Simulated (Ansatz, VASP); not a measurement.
## Pd: VASP beside Ansatz

```
CELL_PARAMETERS angstrom
2.72281 0.00000 0.00000
-1.36140 2.35802 0.00000
0.00000 0.00000 8.99516
ATOMIC_POSITIONS crystal
Pd 0.00000 0.00000 0.00000
Pd 0.00000 0.00000 0.50000
Pd 0.33333 0.66667 0.25000
Pd 0.66667 0.33333 0.75000
```

Alike in both runs: task single point; functional BLYP; k mesh 14 × 14 × 4; occupations fermi-dirac, width 0.1 eV; no spin polarisation.

|  | VASP | Ansatz |
| --- | --- | --- |
| version | VASP 6.6.1 | Ansatz 0.2.0 |
| potentials or method | VASP PAW PBE potentials, release 64 (Pd), cutoff 520 eV | plane waves (420 eV) with PAW, scalar-relativistic |
| valence electrons in the cell | 40 | 72 |

VASP gave:

* pressure (GPa): 24.6
* traceless stress, the component that is largest in VASP (GPa): -0.78

Problem. What did Ansatz give for the same quantities?

Solution. Pressure (GPa): 24.2; traceless stress, the component that is largest in VASP (GPa): -0.75.

VASP's potentials were made for PBE, not for BLYP. The functional is the same, so the differences come from potentials, cutoffs and numerics. VASP's potentials hold 40 valence electrons a cell and Ansatz's 72, so a difference there can come from the potentials and not from the codes.
